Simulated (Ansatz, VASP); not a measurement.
## Sn in VASP and in Ansatz

```
CELL_PARAMETERS angstrom
-2.02919 2.02919 1.66076
2.02919 -2.02919 1.66076
2.02919 2.02919 -1.66076
ATOMIC_POSITIONS crystal
Sn 0.00000 0.00000 0.00000
```

Alike in both runs: functional BLYP; k mesh 6 × 6 × 6; occupations fermi-dirac, width 0.05 eV; no spin polarisation.

|  | VASP | Ansatz |
| --- | --- | --- |
| version | VASP 6.6.1 | Ansatz 0.2.0 |
| potentials or method | VASP PAW PBE potentials, release 64 (Sn_d) | Ansatz PAW |
| plane-wave cutoff (eV) | 520 | 420 |
| valence electrons in the cell | 14 | 14 |
| task | single point | band structure |

|  | VASP | Ansatz | Ansatz less VASP |
| --- | --- | --- | --- |
| gap on the k mesh at the Fermi level (eV) | none | none | - |
| pressure (GPa) | 6.0 | 6.0 | +0.02 |
| traceless stress, the component that is largest in VASP (GPa) | -0.83 | -0.89 | -0.062 |

VASP's potentials were made for PBE, not for BLYP. A gap of «none» marks a metal or a gap that the smearing closes.

The k mesh is coarse, so the values compare programs but aren't converged.
